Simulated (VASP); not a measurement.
# V (Im-3m) in VASP: notebook

V is run at these levels: PBE+D3(BJ), PBE; tasks: single point.

Program: VASP 6.6.1. These are calculated values, not measurements. Logs are shortened: lines on timing, memory, paths and dates and some standing lists are left out, and cuts for length are marked.

## (1) The cell of the first run

The structure is cubic, space group Im-3m (No. 229). Conventional cell: a = 3.026 Å, b = 3.026 Å, c = 3.026 Å, α = 90.00°, β = 90.00°, γ = 90.00°. V (site symmetry m-3m) has 14 V at 2.62 to 3.03 Å within 3.5 Å.

## (2) Single point, PBE+D3(BJ), collinear spin, ferromagnetic start

File INCAR:

```
PREC = Accurate
ENCUT = 520
EDIFF = 1E-6
ISMEAR = 0
SIGMA = 0.1
LREAL = False
LASPH = True
NELM = 150
ALGO = Normal
ISIF = 2
LWAVE = False
LCHARG = False
ISPIN = 2
MAGMOM = 0.51
LORBIT = 11
LMAXMIX = 4
GGA = PE
IVDW = 12
NBANDS = 16
```

File KPOINTS:

```
Automatic mesh
0
Gamma
  6 6 6
```

File POSCAR:

```
V
1.0
   -1.5130000000      1.5130000000      1.5130000000
    1.5130000000     -1.5130000000      1.5130000000
    1.5130000000      1.5130000000     -1.5130000000
V
1
Direct
    0.0000000000      0.0000000000      0.0000000000
```

Potentials or basis: VASP PAW PBE potentials, release 64 (V_sv).

Launch:

```console
> cat potpaw_PBE.64/V_sv/POTCAR > POTCAR
> mpirun -np 1 vasp_std > vasp.out
```

OUTCAR:

```text
PREC = Accurate
   ENCUT = 520
   EDIFF = 1E-6
   ISMEAR = 0
   LREAL = False
   LASPH = True
   NELM = 150
   ISIF = 2
   ISPIN = 2
   LORBIT = 11
   GGA = PE
   IVDW = 12
 IVDW          = 12

 ion  position               nearest neighbor table
   1  0.000  0.000  0.000-

  LATTYP: Found a body centered cubic cell.
 ALAT       =     3.0260000000

  Lattice vectors:

 A1 = (  -1.5130000000,   1.5130000000,   1.5130000000)
 A2 = (   1.5130000000,  -1.5130000000,   1.5130000000)
 A3 = (   1.5130000000,   1.5130000000,  -1.5130000000)

Analysis of symmetry for initial positions (statically):
=====================================================================
 Subroutine PRICEL returns:
 Original cell was already a primitive cell.

 Routine SETGRP: Setting up the symmetry group for a
 body centered cubic supercell.

 Subroutine GETGRP returns: Found 48 space group operations
 (whereof 48 operations were pure point group operations)
 out of a pool of 48 trial point group operations.

The static configuration has the point symmetry O_h .

Analysis of symmetry for dynamics (positions and initial velocities):
=====================================================================
 Subroutine PRICEL returns:
 Original cell was already a primitive cell.

 Routine SETGRP: Setting up the symmetry group for a
 body centered cubic supercell.

 Subroutine GETGRP returns: Found 48 space group operations
 (whereof 48 operations were pure point group operations)
 out of a pool of 48 trial point group operations.

The dynamic configuration has the point symmetry O_h .

Analysis of structural, dynamic, and magnetic symmetry:
=====================================================================
 Subroutine PRICEL returns:
 Original cell was already a primitive cell.

 Routine SETGRP: Setting up the symmetry group for a
 body centered cubic supercell.

 Subroutine GETGRP returns: Found 48 space group operations
 (whereof 48 operations were pure point group operations)
 out of a pool of 48 trial point group operations.

The overall configuration has the point symmetry O_h .

 Subroutine INISYM returns: Found 48 space group operations
 (whereof 48 operations are pure point group operations),
 and found     1 'primitive' translations

----------------------------------------------------------------------------------------

                                     Primitive cell

  volume of cell :      13.8541

  direct lattice vectors                    reciprocal lattice vectors
    -1.513000000  1.513000000  1.513000000     0.000000000  0.330469266  0.330469266
     1.513000000 -1.513000000  1.513000000     0.330469266  0.000000000  0.330469266
     1.513000000  1.513000000 -1.513000000     0.330469266  0.330469266  0.000000000

  length of vectors
     2.620592872  2.620592872  2.620592872     0.467354118  0.467354118  0.467354118

  position of ions in fractional coordinates (direct lattice)
     0.000000000  0.000000000  0.000000000

  ion indices of the primitive-cell ions
   primitive index   ion index
                 1           1

----------------------------------------------------------------------------------------

 KPOINTS: Automatic mesh

Automatic generation of k-mesh.
 Grid dimensions read from file:
 generate k-points for:    6    6    6

 Generating k-lattice:

  Cartesian coordinates                     Fractional coordinates (reciprocal lattice)
     0.000000000  0.055078211  0.055078211     0.166666667  0.000000000  0.000000000
     0.055078211  0.000000000  0.055078211     0.000000000  0.166666667  0.000000000
     0.055078211  0.055078211  0.000000000     0.000000000  0.000000000  0.166666667

  Length of vectors
     0.077892353  0.077892353  0.077892353

  Shift w.r.t. Gamma in fractional coordinates (k-lattice)
     0.000000000  0.000000000  0.000000000

 Subroutine IBZKPT returns following result:
 ===========================================

 Found     16 irreducible k-points:

 Following reciprocal coordinates:
            Coordinates               Weight
  0.000000  0.000000  0.000000      1.000000
  0.166667  0.000000  0.000000     12.000000
  0.333333  0.000000  0.000000     12.000000
  0.500000  0.000000  0.000000      6.000000
  0.166667  0.166667  0.000000     24.000000
  0.333333  0.166667  0.000000     48.000000
[... 8 lines left out ...]
  0.500000  0.500000  0.333333     12.000000
  0.500000  0.500000  0.500000      1.000000
   k-points           NKPTS =     16   k-points in BZ     NKDIM =     16   number of bands    NBANDS=     16
   number of dos      NEDOS =    301   number of ions     NIONS =      1
   total plane-waves  NPLWV =   8000
   dimension x,y,z NGX =    20 NGY =   20 NGZ =   20
   dimension x,y,z NGXF=    40 NGYF=   40 NGZF=   40
   ions per type =               1
   NGX,Y,Z   is equivalent  to a cutoff of  12.69, 12.69, 12.69 a.u.
   NGXF,Y,Z  is equivalent  to a cutoff of  25.38, 25.38, 25.38 a.u.
 SYSTEM =  unknown system
   PREC   = accura    normal or accurate (medium, high low for compatibility)
   ISTART =      0    job   : 0-new  1-cont  2-samecut
   ICHARG =      2    charge: 1-file 2-atom 10-const
   ISPIN  =      2    spin polarized calculation?
   LNONCOLLINEAR =      F non collinear calculations
   LSORBIT =      F    spin-orbit coupling
   LASPH  =      T    aspherical Exc in radial PAW
   ENCUT  =  520.0 eV  38.22 Ry    6.18 a.u.   4.87  4.87  4.87*2*pi/ulx,y,z
   NELM   =    150;   NELMIN=  2; NELMDL= -5     # of ELM steps
   EDIFF  = 0.1E-05   stopping-criterion for ELM
   LREAL  =      F    real-space projection
   EDIFFG = 0.1E-04   stopping-criterion for IOM
   NSW    =      0    number of steps for IOM
   IBRION =     -1    ionic relax: 0-MD 1-quasi-New 2-CG
   NFREE  =      0    steps in history (QN), initial steepest desc. (CG)
   ISIF   =      2    stress and relaxation
   ISYM   =      2    0-nonsym 1-usesym 2-fastsym
   POTIM  = 0.5000    time-step for ionic-motion
   TEBEG  =    0.0;   TEEND  =   0.0 temperature during run
   PSTRESS=    0.0 pullay stress
   NELECT =      13.0000    total number of electrons
   NUPDOWN=      -1.0000    fix difference up-down
   EMIN   =  10.00;   EMAX   =-10.00  energy-range for DOS
   EFERMI =   0.00;   METHOD = LEGACY
   ISMEAR =     0;   SIGMA  =   0.10  broadening in eV -4-tet -1-fermi 0-gaus
   EFERMI_NEDOS =   21; number of points for ismear=-14 and -15
   IALGO  =     38    algorithm
   IMIX   =      4    mixing-type and parameters
     AMIX     =   0.40;   BMIX     =  1.00
     AMIX_MAG =   1.60;   BMIX_MAG =  1.00
  volume/ion in A,a.u.               =      13.85        93.49
  Fermi-wavevector in a.u.,A,eV,Ry     =   1.602742  3.028744 34.950411  2.568783
  Thomas-Fermi vector in A             =   2.699515
   LORBIT       =     11    0 simple, 1 ext, 2 COOP (PROOUT), +10 PAW based schemes
   GGA     = PE    functional components
   LHFCALC =     F    Hartree Fock is set to
   AEXX    =    0.0000 exact exchange contribution
   IVDW    =    12    specifies the selected vdW correction
   LEPSILON=     F    determine dielectric tensor
   LRPA    =     F    only Hartree local field effects (RPA)
 spin polarized calculation
 Gauss-broadening in eV      SIGMA  =   0.10
  energy-cutoff  :      520.00
  volume of cell :       13.85
 maximum number of plane-waves:       384
   NGX =  9   NGY =  9   NGZ =  9

 number of electron      12.9999996 magnetization       0.6175752

 Free energy of the ion-electron system (eV)
  ---------------------------------------------------
  ext. energy  EPLUGINS =         0.00000000
  ---------------------------------------------------
  free energy    TOTEN  =        -8.95339918 eV

  energy without entropy =       -8.94724107  energy(sigma->0) =       -8.95032012

 E-fermi :   9.4032     XC(G=0): -12.7458

 val. band max:        9.3465351970   @ k =   0.1667   0.0000   0.0000
 cond. band min:       9.4136309478   @ k =   0.5000   0.5000   0.1667
 fundamental gap:      0.0670957508
 Fermi energy:         9.4032480108

 spin component 1

 k-point     1 :       0.0000    0.0000    0.0000
  band No.  band energies     occupation
      1     -54.5855      1.00000
      2     -27.9278      1.00000
      3     -27.9278      1.00000
      4     -27.9278      1.00000
      5       2.6249      1.00000
      6       9.5101      0.06533
[... 8 lines left out ...]
     15      36.2851      0.00000
     16      40.1856      0.00000

 k-point     2 :       0.1667    0.0000    0.0000
  band No.  band energies     occupation
      1     -54.5417      1.00000
      2     -28.1405      1.00000
      3     -27.9936      1.00000
      4     -27.9291      1.00000
      5       3.6620      1.00000
      6       9.1013      0.99999
[... 8 lines left out ...]
     15      35.2212      0.00000
     16      35.8598      0.00000

 k-point     3 :       0.3333    0.0000    0.0000
  band No.  band energies     occupation
      1     -54.4532      1.00000
      2     -28.5523      1.00000
      3     -28.1235      1.00000
      4     -27.9317      1.00000
      5       5.6704      1.00000
      6       8.3665      1.00000
[... 8 lines left out ...]
     15      34.9238      0.00000
     16      38.1974      0.00000

 k-point     4 :       0.5000    0.0000    0.0000
  band No.  band energies     occupation
      1     -54.4084      1.00000
      2     -28.7520      1.00000
      3     -28.1875      1.00000
      4     -27.9332      1.00000
      5       6.0727      1.00000
      6       8.0324      1.00000
[... 8 lines left out ...]
     15      35.3199      0.00000
     16      37.7998      0.00000
[... 172 lines left out ...]
 k-point    14 :      -0.3333    0.3333    0.3333
  band No.  band energies     occupation
      1     -54.3509      1.00000
      2     -28.4668      1.00000
      3     -28.3462      1.00000
      4     -28.3462      1.00000
      5       6.9780      1.00000
      6       7.4806      1.00000
[... 8 lines left out ...]
     15      36.8158      0.00000
     16      40.1474      0.00000

 k-point    15 :       0.5000    0.5000    0.3333
  band No.  band energies     occupation
      1     -54.3164      1.00000
      2     -28.5595      1.00000
      3     -28.4188      1.00000
      4     -28.3577      1.00000
      5       6.8363      1.00000
      6       6.9534      1.00000
[... 8 lines left out ...]
     15      33.2211      0.00000
     16      39.7445      0.00000

 k-point    16 :       0.5000    0.5000    0.5000
  band No.  band energies     occupation
      1     -54.2855      1.00000
      2     -28.4942      1.00000
      3     -28.4942      1.00000
      4     -28.4942      1.00000
      5       6.3546      1.00000
      6       6.3546      1.00000
[... 8 lines left out ...]
     15      30.4489      0.00000
     16      40.9054      0.00000
 Fermi energy:         9.4032480108

 spin component 2

 k-point     1 :       0.0000    0.0000    0.0000
  band No.  band energies     occupation
      1     -54.1617      1.00000
      2     -27.5093      1.00000
      3     -27.5093      1.00000
      4     -27.5093      1.00000
      5       3.0643      1.00000
      6      10.0561      0.00000
[... 8 lines left out ...]
     15      36.5770      0.00000
     16      40.7870      0.00000

 k-point     2 :       0.1667    0.0000    0.0000
  band No.  band energies     occupation
      1     -54.1180      1.00000
      2     -27.7211      1.00000
      3     -27.5746      1.00000
      4     -27.5108      1.00000
      5       4.1016      1.00000
      6       9.6447      0.00032
[... 8 lines left out ...]
     15      35.7456      0.00000
     16      36.3218      0.00000

 k-point     3 :       0.3333    0.0000    0.0000
  band No.  band energies     occupation
      1     -54.0298      1.00000
      2     -28.1312      1.00000
      3     -27.7033      1.00000
      4     -27.5138      1.00000
      5       6.1151      1.00000
      6       8.9058      1.00000
[... 8 lines left out ...]
     15      35.3534      0.00000
     16      38.5831      0.00000

 k-point     4 :       0.5000    0.0000    0.0000
  band No.  band energies     occupation
      1     -53.9852      1.00000
      2     -28.3301      1.00000
      3     -27.7668      1.00000
      4     -27.5154      1.00000
      5       6.5136      1.00000
      6       8.5702      1.00000
[... 8 lines left out ...]
     15      35.7231      0.00000
     16      38.2611      0.00000
[... 172 lines left out ...]
 k-point    14 :      -0.3333    0.3333    0.3333
  band No.  band energies     occupation
      1     -53.9281      1.00000
      2     -28.0455      1.00000
      3     -27.9241      1.00000
      4     -27.9241      1.00000
      5       7.3167      1.00000
      6       7.7712      1.00000
[... 8 lines left out ...]
     15      37.1777      0.00000
     16      40.7904      0.00000

 k-point    15 :       0.5000    0.5000    0.3333
  band No.  band energies     occupation
      1     -53.8939      1.00000
      2     -28.1366      1.00000
      3     -27.9962      1.00000
      4     -27.9358      1.00000
      5       7.1408      1.00000
      6       7.2598      1.00000
[... 8 lines left out ...]
     15      33.5495      0.00000
     16      40.3725      0.00000

 k-point    16 :       0.5000    0.5000    0.5000
  band No.  band energies     occupation
      1     -53.8631      1.00000
      2     -28.0710      1.00000
      3     -28.0710      1.00000
      4     -28.0710      1.00000
      5       6.6528      1.00000
      6       6.6528      1.00000
[... 8 lines left out ...]
     15      30.7480      0.00000
     16      41.5863      0.00000

------------------------ aborting loop because EDIFF is reached ----------------------------------------

 Edisp (eV)   -0.65947

 E8    (eV) :    -0.3082

  FORCE on cell =-STRESS in cart. coord.  units (eV):
  Direction    XX          YY          ZZ          XY          YZ          ZX
  --------------------------------------------------------------------------------------
  -------------------------------------------------------------------------------------
  Total      -0.98679    -0.98679    -0.98679     0.00000    -0.00000    -0.00000
  in kB    -114.11937  -114.11937  -114.11937     0.00000    -0.00000    -0.00000
  external pressure =     -114.12 kB  Pullay stress =        0.00 kB

 VOLUME and BASIS-vectors are now :
 -----------------------------------------------------------------------------
  energy-cutoff  :      520.00
  volume of cell :       13.85
      direct lattice vectors                 reciprocal lattice vectors
    -1.513000000  1.513000000  1.513000000     0.000000000  0.330469266  0.330469266
     1.513000000 -1.513000000  1.513000000     0.330469266  0.000000000  0.330469266
     1.513000000  1.513000000 -1.513000000     0.330469266  0.330469266  0.000000000

 POSITION                                       TOTAL-FORCE (eV/Angst)
 -----------------------------------------------------------------------------------
      0.00000      0.00000      0.00000         0.000000      0.000000      0.000000
 -----------------------------------------------------------------------------------
    total drift:                                0.000000      0.000000      0.000000

  FREE ENERGIE OF THE ION-ELECTRON SYSTEM (eV)
  ---------------------------------------------------
  free  energy   TOTEN  =        -9.6128688810 eV

  energy  without entropy=       -9.6067107745  energy(sigma->0) =       -9.60978983

 total charge

# of ion       s       p       d       tot
------------------------------------------
    1        2.332   6.215   3.056  11.604

 magnetization (x)

# of ion       s       p       d       tot
------------------------------------------
    1        0.010   0.051   0.427   0.487
```

Run time: 10 s. Hardware: 1 thread of Intel Xeon 8259CL, shared host; peak memory 0.14 GiB.

Results:

```yaml
Free_energy: -9.6129 eV
Pressure: -11.4 GPa
Net_moment: 0.62 μB per cell
Site_moments: V +0.49 μB
Valence_electrons_inside_the_program's_atomic_spheres: V 11.60
Dispersion_energy_per_atom: -0.659 eV
```

Caveat: the k points lie up to 0.49 Å⁻¹ apart; pairwise dispersion overbinds metals, which lowers pressure and volume.

## (3) Single point, PBE, collinear spin, ferromagnetic start

File INCAR:

```
PREC     = Accurate       # precision mode
ENCUT    = 520            # plane-wave cutoff, eV
EDIFF    = 1E-7           # SCF threshold, eV
ISMEAR   = 0              # smearing method
SIGMA    = 0.1            # smearing width, eV
LREAL    = False          # projectors in reciprocal space
LASPH    = True           # aspherical terms in the spheres
NELM     = 150            # most SCF steps
ALGO     = Normal         # electronic algorithm
ISIF     = 2              # what is computed and relaxed
LWAVE    = False          # write WAVECAR
LCHARG   = False          # write CHGCAR
ISPIN    = 2              # spin polarisation
MAGMOM   = 0.51           # initial moments
LORBIT   = 11             # projections on sites
LMAXMIX  = 4              # l up to which the mixer works
GGA      = PE             # functional
NBANDS   = 16             # bands
```

KPOINTS is that of step 2.

POSCAR is that of step 2.

Potentials or basis: VASP PAW PBE potentials, release 64 (V_sv).

Launch:

```console
> cat potpaw_PBE.64/V_sv/POTCAR > POTCAR
> mpirun -np 1 vasp_std > vasp.out
```

It took 12 s on 1 thread of Intel Xeon 8259CL, shared host; peak memory 0.13 GiB.

The run converged. Its results:

```
Free energy                                           : -8.9534 eV
Pressure                                              : -3.4 GPa
Net moment                                            : 0.62 μB per cell
Site moments                                          : V +0.49 μB
Valence electrons inside the program's atomic spheres : V 11.60
```

Levels at points of the mesh, in eV from the Fermi level:
Spin up:
| k point | band 4 | band 5 | band 6 | band 7 | band 8 | band 9 | band 10 | band 11 |
| --- | --- | --- | --- | --- | --- | --- | --- | --- |
| (0.00, 0.00, 0.00) | -37.33 | -6.78 | 0.11 | 0.11 | 0.11 | 2.19 | 2.19 | 20.01 |
| (0.50, 0.00, 0.00) | -37.34 | -3.33 | -1.37 | 1.29 | 2.14 | 2.53 | 3.68 | 9.57 |
| (0.50, 0.50, 0.50) | -37.90 | -3.05 | -3.05 | 3.30 | 3.30 | 3.30 | 9.65 | 9.65 |
Spin down:
```tsv
k point	band 2	band 3	band 4	band 5	band 6	band 7	band 8	band 9	band 10	band 11
(0.00, 0.00, 0.00)	-36.91	-36.91	-36.91	-6.34	0.65	0.65	0.65	2.44	2.44	20.45
(0.50, 0.00, 0.00)	-37.73	-37.17	-36.92	-2.89	-0.83	1.72	2.49	2.79	4.20	10.02
(0.50, 0.50, 0.50)	-37.47	-37.47	-37.47	-2.75	-2.75	3.83	3.83	3.83	10.17	10.17
```

Caveat: the k points lie up to 0.49 Å⁻¹ apart.
